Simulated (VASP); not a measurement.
# MgO in VASP: a series of runs

MgO is run at these levels: LDA; tasks: single point.

All numbers are computed with VASP 6.6.1; they aren't measurements. Logs are shortened: lines on timing, memory, paths and dates and some standing lists are left out, and cuts for length are marked.

## 1. The cell of the first run

Symmetry: P4mm, No. 99, tetragonal system. The conventional cell has a = 4.161 Å, b = 4.161 Å, c = 4.161 Å, α = 90.00°, β = 90.00°, γ = 90.00°. Mg (site symmetry 4mm) has 5 O at 1.56 to 2.14 Å within 2.2 Å. Mg (site symmetry 4mm) has 6 O at 2.08 Å within 2.8 Å. Mg (site symmetry 2mm) has 6 O at 2.08 Å and 2 Mg at 2.60 Å within 2.8 Å. O (site symmetry 2mm) has 6 Mg at 2.08 to 2.14 Å within 2.8 Å. O (site symmetry 4mm) has 5 Mg at 1.56 to 2.08 Å within 2.1 Å. Within 2.8 Å of O (site symmetry 4mm) lie 6 Mg at 2.08 Å.

## 2. Single point, LDA (atom 1 (Mg) moved by +0.000 Å along [1 1 0] and -0.520 Å along [0 0 1])

Contents of INCAR:

```
SYSTEM = MgO
ALGO     = Normal         ! electronic algorithm
EDIFF    = 1E-6           ! SCF threshold, eV
ENCUT    = 840            ! plane-wave cutoff, eV
GGA_COMPAT= .FALSE.      
ISIF     = 2              ! what is computed and relaxed
ISMEAR   = 0              ! smearing method
LASPH    = .TRUE.         ! aspherical terms in the spheres
LCHARG   = .FALSE.        ! write CHGCAR
LREAL    = .FALSE.        ! projectors in reciprocal space
LWAVE    = .FALSE.        ! write WAVECAR
NBANDS   = 42             ! bands
NELM     = 120            ! most SCF steps
PREC     = Accurate       ! precision mode
SIGMA    = 0.05           ! smearing width, eV
```

Contents of KPOINTS:

```
k-points
0
G
  6 6 6
  0 0 0
```

Contents of POSCAR:

```
MgO
1.0
    4.1607146133      0.0000000000      0.0000000000
    0.0000000000     -4.1607146133      0.0000000000
    0.0000000000      0.0000000000     -4.1607146133
Mg O
4 4
Direct
    0.0000000000      1.0000000000      1.1249785309
    0.5000000000      0.5000000000      1.0000000000
    0.5000000000      1.0000000000      0.5000000000
    0.0000000000      0.5000000000      0.5000000000
    0.5000000000      0.0000000000      0.0000000000
    0.0000000000      0.5000000000      0.0000000000
    0.0000000000      0.0000000000      0.5000000000
    0.5000000000      0.5000000000      0.5000000000
```

Potentials or basis: VASP PAW LDA potentials, release 64 (Mg_sv, O).

Command:

```sh
$ cat potpaw_LDA.64/Mg_sv/POTCAR potpaw_LDA.64/O/POTCAR > POTCAR
$ mpirun -np 1 vasp_std > vasp.out
```

OUTCAR:

```text
SYSTEM = MgO
   EDIFF = 1E-6
   ENCUT = 840
   ISIF = 2
   ISMEAR = 0
   LASPH = .TRUE.
   LREAL = .FALSE.
   NELM = 120
   PREC = Accurate

 ion  position               nearest neighbor table
   1  0.000  0.000  0.125-   7 1.56
   2  0.500  0.500  0.000-   5 2.08   6 2.08   8 2.08   8 2.08   5 2.08   6 2.08
   3  0.500  0.000  0.500-   5 2.08   7 2.08   8 2.08   5 2.08   8 2.08   7 2.08
   4  0.000  0.500  0.500-   6 2.08   7 2.08   8 2.08   6 2.08   7 2.08   8 2.08
   5  0.500  0.000  0.000-   2 2.08   3 2.08   3 2.08   2 2.08
   6  0.000  0.500  0.000-   2 2.08   4 2.08   4 2.08   2 2.08
   7  0.000  0.000  0.500-   1 1.56   3 2.08   4 2.08   4 2.08   3 2.08
   8  0.500  0.500  0.500-   2 2.08   3 2.08   4 2.08   2 2.08   3 2.08   4 2.08

  LATTYP: Found a simple cubic cell.
 ALAT       =     4.1607146133

  Lattice vectors:

 A1 = (   4.1607146133,   0.0000000000,   0.0000000000)
 A2 = (   0.0000000000,  -4.1607146133,   0.0000000000)
 A3 = (   0.0000000000,   0.0000000000,  -4.1607146133)

Analysis of symmetry for initial positions (statically):
=====================================================================
 Subroutine PRICEL returns:
 Original cell was already a primitive cell.

 Routine SETGRP: Setting up the symmetry group for a
 simple cubic supercell.

 Subroutine GETGRP returns: Found  8 space group operations
 (whereof  8 operations were pure point group operations)
 out of a pool of 48 trial point group operations.

The static configuration has the point symmetry C_4v.

Analysis of symmetry for dynamics (positions and initial velocities):
=====================================================================
 Subroutine PRICEL returns:
 Original cell was already a primitive cell.

 Routine SETGRP: Setting up the symmetry group for a
 simple cubic supercell.

 Subroutine GETGRP returns: Found  8 space group operations
 (whereof  8 operations were pure point group operations)
 out of a pool of 48 trial point group operations.

The dynamic configuration has the point symmetry C_4v.

 Subroutine INISYM returns: Found  8 space group operations
 (whereof  8 operations are pure point group operations),
 and found     1 'primitive' translations

----------------------------------------------------------------------------------------

                                     Primitive cell

  volume of cell :      72.0284

[... 106 lines left out ...]
   ISIF   =      2    stress and relaxation
   ISYM   =      2    0-nonsym 1-usesym 2-fastsym
   POTIM  = 0.5000    time-step for ionic-motion
   TEBEG  =    0.0;   TEEND  =   0.0 temperature during run
   PSTRESS=    0.0 pullay stress
   NELECT =      64.0000    total number of electrons
   NUPDOWN=      -1.0000    fix difference up-down
   EMIN   =  10.00;   EMAX   =-10.00  energy-range for DOS
   EFERMI =   0.00;   METHOD = LEGACY
   ISMEAR =     0;   SIGMA  =   0.05  broadening in eV -4-tet -1-fermi 0-gaus
   EFERMI_NEDOS =   21; number of points for ismear=-14 and -15
   IALGO  =     38    algorithm
   IMIX   =      4    mixing-type and parameters
     AMIX     =   0.40;   BMIX     =  1.00
     AMIX_MAG =   1.60;   BMIX_MAG =  1.00
  volume/ion in A,a.u.               =       9.00        60.76
  Fermi-wavevector in a.u.,A,eV,Ry     =   1.573863  2.974170 33.702235  2.477044
  Thomas-Fermi vector in A             =   2.675083
   LORBIT       =      0    0 simple, 1 ext, 2 COOP (PROOUT), +10 PAW based schemes
   GGA     = CA    functional components
   LHFCALC =     F    Hartree Fock is set to
   AEXX    =    0.0000 exact exchange contribution
   IVDW    =     0    specifies the selected vdW correction
   LEPSILON=     F    determine dielectric tensor
   LRPA    =     F    only Hartree local field effects (RPA)
 non-spin polarized calculation
 Gauss-broadening in eV      SIGMA  =   0.05
  energy-cutoff  :      840.00
  volume of cell :       72.03
 maximum number of plane-waves:      4012
 NGX is ok and might be reduce to    40
   NGX = 19   NGY = 19   NGZ = 19

 number of electron      63.9999993 magnetization

 Free energy of the ion-electron system (eV)
  ---------------------------------------------------
  ext. energy  EPLUGINS =         0.00000000
  ---------------------------------------------------
  free energy    TOTEN  =       -50.52214961 eV

  energy without entropy =      -50.52214961  energy(sigma->0) =      -50.52214961

 E-fermi :   3.1648     XC(G=0): -12.0912

 val. band max:        2.8038753784   @ k =   0.0000   0.0000   0.0000
 cond. band min:       7.7322075611   @ k =   0.0000   0.0000   0.0000
 fundamental gap:      4.9283321827
 Fermi energy:         3.1647804306

 k-point     1 :       0.0000    0.0000    0.0000
  band No.  band energies     occupation
      1     -68.5932      2.00000
      2     -68.5851      2.00000
      3     -68.2868      2.00000
      4     -68.1798      2.00000
      5     -36.1352      2.00000
      6     -36.1352      2.00000
[... 1069 lines left out ...]
     41      15.6125      0.00000
     42      15.7404      0.00000

 [... further k-points ...]

------------------------ aborting loop because EDIFF is reached ----------------------------------------

  FORCE on cell =-STRESS in cart. coord.  units (eV):
  Direction    XX          YY          ZZ          XY          YZ          ZX
  --------------------------------------------------------------------------------------
  -------------------------------------------------------------------------------------
  Total        0.6009158      0.6009158     16.1275862      0.0000000     -0.0000000     -0.0000000
  in kB       13.3665838     13.3665838    358.7369990      0.0000000     -0.0000000     -0.0000000
  external PRESSURE =     128.4900555 kB  Pullay stress =       0.0000000 kB

 VOLUME and BASIS-vectors are now :
 -----------------------------------------------------------------------------
  energy-cutoff  :      840.00
  volume of cell :       72.03
      direct lattice vectors                 reciprocal lattice vectors
     4.160714613  0.000000000  0.000000000     0.240343329  0.000000000  0.000000000
     0.000000000 -4.160714613  0.000000000     0.000000000 -0.240343329  0.000000000
     0.000000000  0.000000000 -4.160714613     0.000000000  0.000000000 -0.240343329

 POSITION                                       TOTAL-FORCE (eV/Angst)
 -----------------------------------------------------------------------------------
      0.00000      0.00000     -0.52000        -0.000000     -0.000000     13.616226
      2.08036     -2.08036      0.00000         0.000000      0.000000      0.373780
      2.08036      0.00000     -2.08036        -0.000000     -0.000000     -1.441841
      0.00000     -2.08036     -2.08036         0.000000     -0.000000     -1.441841
      2.08036      0.00000      0.00000        -0.000000     -0.000000     -0.888921
      0.00000     -2.08036      0.00000         0.000000     -0.000000     -0.888921
      0.00000      0.00000     -2.08036         0.000000     -0.000000     -9.475670
      2.08036     -2.08036     -2.08036         0.000000      0.000000      0.147189
 -----------------------------------------------------------------------------------
    total drift:                                0.000000     -0.000000      0.001004

  FREE ENERGIE OF THE ION-ELECTRON SYSTEM (eV)
  ---------------------------------------------------
  free  energy   TOTEN  =       -50.5221496092 eV

  energy  without entropy=      -50.5221496092  energy(sigma->0) =      -50.52214961
```

stdout:

```text
POSCAR found type information on POSCAR MgO
 POSCAR found :  2 types and       8 ions
 scaLAPACK will be used
 LDA part: xc-table for (Slater(with rela. corr.)+CA(PZ))
 , standard interpolation
 POSCAR, INCAR and KPOINTS ok, starting setup
 FFT: planning ... GRIDC
 FFT: planning ... GRID_SOFT
 FFT: planning ... GRID
 WAVECAR not read
 entering main loop
```

Run time: 2.2 min. Hardware: 1 thread of Intel Xeon Platinum 8375C at 2.90GHz (Ice Lake), shared host; peak memory 0.31 GiB.

What came out:

```yaml
Free_energy: -50.5221 eV
Pressure: 12.8 GPa
Largest_force: 13.616 eV/Å
Band_gap_on_the_k_mesh: 4.93 eV
```

Forces in eV/Å, atoms in the order of the input:
```
Mg   0.000  0.000 13.616
Mg   0.000  0.000  0.374
Mg   0.000  0.000 -1.442
Mg   0.000  0.000 -1.442
O    0.000  0.000 -0.889
O    0.000  0.000 -0.889
O    0.000  0.000 -9.476
O    0.000  0.000  0.147
```

Stress tensor (GPa, compression positive):
```
 1.34  0.00  0.00
 0.00  1.34  0.00
 0.00  0.00 35.87
```

Caveat: the cell differs from its parent crystal (atom 1 (Mg) moved by +0.000 Å along [1 1 0] and -0.520 Å along [0 0 1]); the stress differs along the axes, from 1 to 36 GPa; forces of over 1 eV/Å act on the atoms, so gaps and moduli don't describe the material at rest.

## 3. Single point, LDA (atom 1 (Mg) moved by -0.104 Å along [1 1 0] and -0.312 Å along [0 0 1])

Contents of INCAR:

```
PREC = Accurate
ENCUT = 840
EDIFF = 1E-6
ISMEAR = 0
SIGMA = 0.05
LREAL = False
LASPH = True
NELM = 120
ALGO = Normal
ISIF = 2
LWAVE = False
LCHARG = False
GGA = CA
NBANDS = 42
GGA_COMPAT = False
```

Contents of KPOINTS:

```
regular mesh
0
Gamma
  6 6 6
```

Edit POSCAR of step 2 so:

```diff
@@ -8,3 +8,3 @@
 Direct
-    0.0000000000      1.0000000000      1.1249785309
+   -0.0176746333      1.0176746333      1.0749871186
     0.5000000000      0.5000000000      1.0000000000
```

Potentials or basis: VASP PAW LDA potentials, release 64 (Mg_sv, O).

Command:

```sh
$ cat potpaw_LDA.64/Mg_sv/POTCAR potpaw_LDA.64/O/POTCAR > POTCAR
$ mpirun -np 1 vasp_std > vasp.out
```

Wall time 3.2 min (1 thread of Intel Xeon Platinum 8488C (Sapphire Rapids), shared host); peak memory 0.4 GiB.

The run converged. Its results:

- Free energy: -52.2537 eV
- Pressure: 4.3 GPa
- Largest force: 4.827 eV/Å
- Band gap on the k mesh: 5.01 eV

Forces in eV/Å, atoms in the order of the input:
```
Mg   0.645  0.645  4.740
Mg  -0.193 -0.193  0.250
Mg  -0.249  0.072 -0.866
Mg   0.072 -0.249 -0.866
O   -0.177 -0.108 -0.481
O   -0.108 -0.177 -0.481
O   -0.017 -0.017 -2.390
O    0.027  0.027  0.095
```

Stress tensor (GPa, compression positive):
```
 1.13 -0.01 -0.25
-0.01  1.13 -0.25
-0.25 -0.25 10.77
```

Levels at points of the mesh, in eV from the valence-band top:
```tsv
k point	band 28	band 29	band 30	band 31	band 32	band 33	band 34	band 35	band 36	band 37
(0.00, 0.00, 0.00)	-1.37	-1.36	-0.03	-0.01	0.00	5.01	8.87	8.99	9.00	9.89
(0.50, 0.00, 0.00)	-1.81	-0.83	-0.77	-0.76	-0.75	8.29	8.36	10.78	11.04	11.41
(0.00, 0.00, 0.50)	-1.84	-0.89	-0.88	-0.68	-0.67	8.07	8.43	10.58	11.38	11.38
(0.50, 0.50, 0.00)	-2.01	-0.81	-0.81	-0.64	-0.54	9.56	9.64	9.69	9.74	11.42
(0.00, 0.50, 0.50)	-1.96	-0.78	-0.71	-0.68	-0.63	9.43	9.53	9.75	9.88	11.36
(0.50, 0.50, 0.50)	-0.70	-0.70	-0.66	-0.64	-0.54	7.88	7.93	8.02	8.03	12.52
```

Caveat: the cell differs from its parent crystal (atom 1 (Mg) moved by -0.104 Å along [1 1 0] and -0.312 Å along [0 0 1]); the stress differs along the axes, from 1 to 11 GPa; forces of over 1 eV/Å act on the atoms, so gaps and moduli don't describe the material at rest.

## 4. Single point, LDA (atom 1 (Mg) moved by -0.104 Å along [1 1 0] and -0.520 Å along [0 0 1])

Contents of INCAR:

```
SYSTEM = MgO
PREC     = Accurate       ! precision mode
ENCUT    = 840            ! plane-wave cutoff, eV
EDIFF    = 1E-6           ! SCF threshold, eV
ISMEAR   = 0              ! smearing method
SIGMA    = 0.05           ! smearing width, eV
LREAL    = .FALSE.        ! projectors in reciprocal space
LASPH    = .TRUE.         ! aspherical terms in the spheres
NELM     = 120            ! most SCF steps
ALGO     = Normal         ! electronic algorithm
ISIF     = 2              ! what is computed and relaxed
LWAVE    = .FALSE.        ! write WAVECAR
LCHARG   = .FALSE.        ! write CHGCAR
NBANDS   = 42             ! bands
GGA_COMPAT= .FALSE.
```

Contents of KPOINTS:

```
Automatic mesh
0
G
  6 6 6
  0 0 0
```

Edit POSCAR of step 3 so:

```diff
@@ -8,3 +8,3 @@
 Direct
-   -0.0176746333      1.0176746333      1.0749871186
+   -0.0176746333      1.0176746333      1.1249785309
     0.5000000000      0.5000000000      1.0000000000
```

Command:

```sh
$ cat potpaw_LDA.64/Mg_sv/POTCAR potpaw_LDA.64/O/POTCAR > POTCAR
$ mpirun -np 1 vasp_std > vasp.out
```

Run time: 3.5 min. Hardware: 1 thread of Intel Xeon Platinum 8488C (Sapphire Rapids), shared host; peak memory 0.4 GiB.

It converged, with:

* Free energy: -50.5050 eV
* Pressure: 13.0 GPa
* Largest force: 13.389 eV/Å
* Band gap on the k mesh: 4.92 eV

Forces on the atoms (eV/Å):
```
Mg   0.241  0.241 13.385
Mg  -0.176 -0.176  0.381
Mg  -0.341  0.092 -1.458
Mg   0.092 -0.341 -1.458
O   -0.063 -0.108 -0.872
O   -0.108 -0.063 -0.872
O    0.318  0.318 -9.257
O    0.036  0.036  0.151
```

Stress tensor (GPa, compression positive):
```
 1.80  0.02 -1.14
 0.02  1.80 -1.14
-1.14 -1.14 35.31
```

Levels at points of the mesh, in eV from the valence-band top:
```
           k point  band 30  band 31  band 32  band 33  band 34  band 35
(0.00, 0.00, 0.00)    -0.04    -0.01     0.00     4.92     8.79     9.04
(0.50, 0.00, 0.00)    -0.75    -0.73    -0.70     8.21     8.30    10.59
(0.00, 0.00, 0.50)    -1.09    -0.54    -0.53     7.72     8.43    10.25
(0.50, 0.50, 0.00)    -1.01    -0.54    -0.30     9.37     9.45     9.67
(0.00, 0.50, 0.50)    -0.72    -0.65    -0.49     9.09     9.39     9.83
(0.50, 0.50, 0.50)    -0.56    -0.54    -0.30     7.74     7.76     8.07
```

Caveat: the cell differs from its parent crystal (atom 1 (Mg) moved by -0.104 Å along [1 1 0] and -0.520 Å along [0 0 1]); the stress differs along the axes, from 2 to 35 GPa; forces of over 1 eV/Å act on the atoms, so gaps and moduli don't describe the material at rest.

## 5. The runs side by side

| cell | gap on the mesh (eV) | pressure (GPa) | largest force (eV/Å) |
| --- | --- | --- | --- |
| as given, atomic positions A | 4.93 | 12.8 | 13.62 |
| as given, atomic positions B | 5.01 | 4.3 | 4.83 |
| as given, atomic positions C | 4.92 | 13.0 | 13.39 |

Alike in all rows: task single point; level LDA; potentials or basis VASP PAW LDA potentials, release 64 (Mg_sv, O); no spin polarisation; k mesh 6 × 6 × 6; cutoff (eV) 840; smearing gaussian 0.05 eV.

Caveats: forces of over 1 eV/Å act on the atoms, so gaps and moduli don't describe the material at rest; the stress differs along the axes, from 1 to 36 GPa (at least some runs); the stress differs along the axes, from 1 to 11 GPa (at least some runs); the stress differs along the axes, from 2 to 35 GPa (at least some runs).

Total energies depend on the potentials used, so only differences within one code and one set of settings carry meaning.
